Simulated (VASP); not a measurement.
# Rb3H (Pm-3m) in VASP: a series of runs

Runs on Rb3H. Level: PBE. Tasks: relaxation of cell and atoms, single point.

Program: VASP 6.6.1. These are calculated values, not measurements. Logs are shortened: lines on timing, memory, paths and dates and some standing lists are left out, and cuts for length are marked.

**1. The cell of the first run**

It takes space group Pm-3m (No. 221, cubic). The conventional cell has a = 5.017 Å, b = 5.017 Å, c = 5.017 Å, α = 90.00°, β = 90.00°, γ = 90.00°. Within 4.7 Å of Rb (site symmetry 4/mmm) lie 8 Rb at 3.55 Å and 4 H at 3.55 Å. H (site symmetry m-3m) has 12 Rb at 3.55 Å within 4.7 Å.

**2. Relaxation of cell and atoms, PBE**

INCAR

```
ALGO     = Normal         # electronic algorithm
EDIFF    = 1E-6           # SCF threshold, eV
EDIFFG   = -0.04          # ionic threshold
ENCUT    = 600            # plane-wave cutoff, eV
GGA      = PE             # functional
IBRION   = 2              # ionic algorithm
ISIF     = 3              # what is computed and relaxed
ISMEAR   = 0              # smearing method
LASPH    = True           # aspherical terms in the spheres
LCHARG   = False          # write CHGCAR
LREAL    = False          # projectors in reciprocal space
LWAVE    = False          # write WAVECAR
NELM     = 80             # most SCF steps
NSW      = 90             # ionic steps
PREC     = Accurate       # precision mode
SIGMA    = 0.1            # smearing width, eV
```

KPOINTS

```
k-points
0
Gamma
  4 4 4
```

POSCAR

```
Rb3H
1.0
    5.0168280199      0.0000000000      0.0000000000
    0.0000000000      5.0168280199      0.0000000000
    0.0000000000      0.0000000000      5.0168280199
Rb H
3 1
Direct
    0.0000000000      0.5000000000      0.5000000000
    0.5000000000      0.0000000000      0.5000000000
    0.5000000000      0.5000000000      0.0000000000
    0.0000000000      0.0000000000      0.0000000000
```

Potentials or basis: VASP PAW PBE potentials, release 64 (Rb_sv, H).

Launch:

```bash
cat potpaw_PBE.64/Rb_sv/POTCAR potpaw_PBE.64/H/POTCAR > POTCAR
mpirun -np 1 vasp_std > vasp.out
```

OUTCAR:

```text
EDIFF = 1E-6
   EDIFFG = -0.04
   ENCUT = 600
   GGA = PE
   IBRION = 2
   ISIF = 3
   ISMEAR = 0
   LASPH = True
   LREAL = False
   NELM = 80
   NSW = 90
   PREC = Accurate

 ion  position               nearest neighbor table
   1  0.000  0.500  0.500-   2 3.55   3 3.55   3 3.55   2 3.55   2 3.55   3 3.55   3 3.55   2 3.55

   2  0.500  0.000  0.500-   1 3.55   3 3.55   3 3.55   1 3.55   3 3.55   3 3.55   1 3.55   1 3.55

   3  0.500  0.500  0.000-   1 3.55   2 3.55   1 3.55   2 3.55   2 3.55   2 3.55   1 3.55   1 3.55

   4  0.000  0.000  0.000-

  LATTYP: Found a simple cubic cell.
 ALAT       =     5.0168280199

  Lattice vectors:

 A1 = (   5.0168280199,   0.0000000000,   0.0000000000)
 A2 = (   0.0000000000,   5.0168280199,   0.0000000000)
 A3 = (   0.0000000000,   0.0000000000,   5.0168280199)

Analysis of symmetry for initial positions (statically):
=====================================================================
 Subroutine PRICEL returns:
 Original cell was already a primitive cell.

 Routine SETGRP: Setting up the symmetry group for a
 simple cubic supercell.

 Subroutine GETGRP returns: Found 48 space group operations
 (whereof 48 operations were pure point group operations)
 out of a pool of 48 trial point group operations.

The static configuration has the point symmetry O_h .

Analysis of symmetry for dynamics (positions and initial velocities):
=====================================================================
 Subroutine PRICEL returns:
 Original cell was already a primitive cell.

 Routine SETGRP: Setting up the symmetry group for a
 simple cubic supercell.

 Subroutine GETGRP returns: Found 48 space group operations
 (whereof 48 operations were pure point group operations)
 out of a pool of 48 trial point group operations.

The dynamic configuration has the point symmetry O_h .

 Subroutine INISYM returns: Found 48 space group operations
 (whereof 48 operations are pure point group operations),
 and found     1 'primitive' translations

----------------------------------------------------------------------------------------

                                     Primitive cell

  volume of cell :     126.2664

  direct lattice vectors                    reciprocal lattice vectors
     5.016828020  0.000000000  0.000000000     0.199329137  0.000000000  0.000000000
[... 63 lines left out ...]
   NGX,Y,Z   is equivalent  to a cutoff of  13.26, 13.26, 13.26 a.u.
   NGXF,Y,Z  is equivalent  to a cutoff of  26.51, 26.51, 26.51 a.u.
 SYSTEM =  unknown system
   PREC   = accura    normal or accurate (medium, high low for compatibility)
   ISTART =      0    job   : 0-new  1-cont  2-samecut
   ICHARG =      2    charge: 1-file 2-atom 10-const
   ISPIN  =      1    spin polarized calculation?
   LNONCOLLINEAR =      F non collinear calculations
   LSORBIT =      F    spin-orbit coupling
   LASPH  =      T    aspherical Exc in radial PAW
   ENCUT  =  600.0 eV  44.10 Ry    6.64 a.u.  10.02 10.02 10.02*2*pi/ulx,y,z
   NELM   =     80;   NELMIN=  2; NELMDL= -5     # of ELM steps
   EDIFF  = 0.1E-05   stopping-criterion for ELM
   LREAL  =      F    real-space projection
   EDIFFG = -.4E-01   stopping-criterion for IOM
   NSW    =     90    number of steps for IOM
   IBRION =      2    ionic relax: 0-MD 1-quasi-New 2-CG
   NFREE  =      1    steps in history (QN), initial steepest desc. (CG)
   ISIF   =      3    stress and relaxation
   ISYM   =      2    0-nonsym 1-usesym 2-fastsym
   POTIM  = 0.5000    time-step for ionic-motion
   TEBEG  =    0.0;   TEEND  =   0.0 temperature during run
   PSTRESS=    0.0 pullay stress
   NELECT =      28.0000    total number of electrons
   NUPDOWN=      -1.0000    fix difference up-down
   EMIN   =  10.00;   EMAX   =-10.00  energy-range for DOS
   EFERMI =   0.00;   METHOD = LEGACY
   ISMEAR =     0;   SIGMA  =   0.10  broadening in eV -4-tet -1-fermi 0-gaus
   EFERMI_NEDOS =   21; number of points for ismear=-14 and -15
   IALGO  =     38    algorithm
   IMIX   =      4    mixing-type and parameters
     AMIX     =   0.40;   BMIX     =  1.00
     AMIX_MAG =   1.60;   BMIX_MAG =  1.00
  volume/ion in A,a.u.               =      31.57       213.02
  Fermi-wavevector in a.u.,A,eV,Ry     =   0.990904  1.872537 13.359437  0.981891
  Thomas-Fermi vector in A             =   2.122608
   LORBIT       =      0    0 simple, 1 ext, 2 COOP (PROOUT), +10 PAW based schemes
   GGA     = PE    functional components
   LHFCALC =     F    Hartree Fock is set to
   AEXX    =    0.0000 exact exchange contribution
   IVDW    =     0    specifies the selected vdW correction
   LEPSILON=     F    determine dielectric tensor
   LRPA    =     F    only Hartree local field effects (RPA)
 conjugate gradient relaxation of ions
 non-spin polarized calculation
 Gauss-broadening in eV      SIGMA  =   0.10
  energy-cutoff  :      600.00
  volume of cell :      126.27
 maximum number of plane-waves:      4238
   NGX = 21   NGY = 21   NGZ = 21

--------------------------------------- Ionic step        1  -------------------------------------------

 number of electron      28.0000002 magnetization

 Free energy of the ion-electron system (eV)
  ---------------------------------------------------
  ext. energy  EPLUGINS =         0.00000000
  ---------------------------------------------------
  free energy    TOTEN  =        -3.42681064 eV

  energy without entropy =       -3.41379800  energy(sigma->0) =       -3.42030432

------------------------ aborting loop because EDIFF is reached ----------------------------------------

  FORCE on cell =-STRESS in cart. coord.  units (eV):
  Direction    XX          YY          ZZ          XY          YZ          ZX
  --------------------------------------------------------------------------------------
  -------------------------------------------------------------------------------------
  Total        5.2259254      5.2259254      5.2259254      0.0000000     -0.0000000      0.0000000
  in kB       66.3110867     66.3110867     66.3110867      0.0000000     -0.0000000      0.0000000
  external PRESSURE =      66.3110867 kB  Pullay stress =       0.0000000 kB
[... 139 lines left out ...]
--------------------------------------- Ionic step        5  -------------------------------------------

 number of electron      27.9999994 magnetization

 Free energy of the ion-electron system (eV)
  ---------------------------------------------------
  ext. energy  EPLUGINS =         0.00000000
  ---------------------------------------------------
  free energy    TOTEN  =        -4.95902538 eV

  energy without entropy =       -4.94742451  energy(sigma->0) =       -4.95322494

 E-fermi :   0.4745     XC(G=0):  -5.8079

 val. band max:        0.4298145728   @ k =   0.5000   0.5000   0.0000
 cond. band min:       0.4996305202   @ k =   0.5000   0.5000   0.2500
 fundamental gap:      0.0698159474
 Fermi energy:         0.4744670159

 k-point     1 :       0.0000    0.0000    0.0000
  band No.  band energies     occupation
      1     -28.8441      2.00000
      2     -28.8188      2.00000
      3     -28.8188      2.00000
      4     -13.0414      2.00000
      5     -13.0414      2.00000
      6     -13.0414      2.00000
[... 230 lines left out ...]
  FREE ENERGIE OF THE ION-ELECTRON SYSTEM (eV)
  ---------------------------------------------------
  free  energy   TOTEN  =        -4.9590253782 eV

  energy  without entropy=       -4.9474245059  energy(sigma->0) =       -4.95322494

 reached required accuracy - stopping structural energy minimisation
```

OSZICAR:

```text
N       E                     dE             d eps       ncg     rms          rms(c)
DAV:   1     0.180996699451E+03    0.18100E+03   -0.13114E+04   360   0.145E+03
DAV:   2     0.586225945856E+01   -0.17513E+03   -0.17314E+03   520   0.265E+02
DAV:   3    -0.381045293741E+01   -0.96727E+01   -0.95779E+01   516   0.642E+01
[... 52 lines left out ...]
DAV:   5    -0.495901435443E+01   -0.73845E-03   -0.80220E-04   592   0.244E-01    0.696E-02
DAV:   6    -0.495897177000E+01    0.42584E-04   -0.19475E-04   572   0.109E-01    0.391E-02
DAV:   7    -0.495900989942E+01   -0.38129E-04   -0.30192E-05   414   0.381E-02    0.903E-03
DAV:   8    -0.495902472701E+01   -0.14828E-04   -0.10344E-05   502   0.256E-02    0.134E-03
DAV:   9    -0.495902537820E+01   -0.65119E-06   -0.59985E-07   220   0.413E-03
   5 F= -.49590254E+01 E0= -.49532249E+01  d E =-.153221E+01
```

CONTCAR:

```text
Rb3H
   1.00000000000000
     6.2101130301745595    0.0000000000000000    0.0000000000000000
     0.0000000000000000    6.2101130301745595    0.0000000000000000
    -0.0000000000000000   -0.0000000000000000    6.2101130301745595
  Rb              H
     3     1
Direct
     0.0000000000000000    0.5000000000000000    0.5000000000000000
     0.5000000000000000    0.0000000000000000    0.5000000000000000
     0.5000000000000000    0.5000000000000000    0.0000000000000000
     0.0000000000000000    0.0000000000000000    0.0000000000000000

  0.00000000E+00  0.00000000E+00  0.00000000E+00
  0.00000000E+00  0.00000000E+00  0.00000000E+00
  0.00000000E+00  0.00000000E+00  0.00000000E+00
  0.00000000E+00  0.00000000E+00  0.00000000E+00
```

Run time: 1.7 min. Hardware: 1 thread of AMD EPYC 7R13 (Zen 3), shared host; peak memory 0.21 GiB.

What came out:

* Free energy: -4.9590 eV
* Relaxed volume: 59.87 Å³/atom
* Relaxed cell: a = 6.210 Å, b = 6.210 Å, c = 6.210 Å, α = 90.00°, β = 90.00°, γ = 90.00°
* Space group after relaxing (to 0.1 Å): Pm-3m (No. 221)
* Energy gained by relaxing: 383.1 meV/atom
* Ionic steps: 5
* Pressure after relaxing: 0.0 GPa
* Band gap on the k mesh: zero (bands 14 and 15 overlap by 0.40 eV)

Step by step:
```csv
step,energy change (eV),largest force (eV/Å),pressure (GPa),volume (Å³)
1,0.0000,0.0000,6.63,126.27
2,-0.8151,0.0000,3.73,151.68
3,-1.4979,0.0000,0.49,215.15
4,-1.5287,0.0000,0.14,231.65
5,-1.5322,0.0000,0.01,239.50
```

Final structure:
```cif
data_structure
_symmetry_space_group_name_H-M 'P 1'
_symmetry_Int_Tables_number 1
_cell_length_a 6.2101
_cell_length_b 6.2101
_cell_length_c 6.2101
_cell_angle_alpha 90.000
_cell_angle_beta 90.000
_cell_angle_gamma 90.000
_cell_volume 239.50
loop_
_atom_site_label
_atom_site_type_symbol
_atom_site_fract_x
_atom_site_fract_y
_atom_site_fract_z
_atom_site_occupancy
Rb1 Rb 0.00000 0.50000 0.50000 1
Rb2 Rb 0.50000 0.00000 0.50000 1
Rb3 Rb 0.50000 0.50000 0.00000 1
H1 H 0.00000 0.00000 0.00000 1
```

Caveat: the volume moved by over 15 % at a fixed basis, so the end points are rough.

(Continued in part 2 of 2.)

The gap in the log of VASP goes by the Fermi energy; the results here count the filled bands.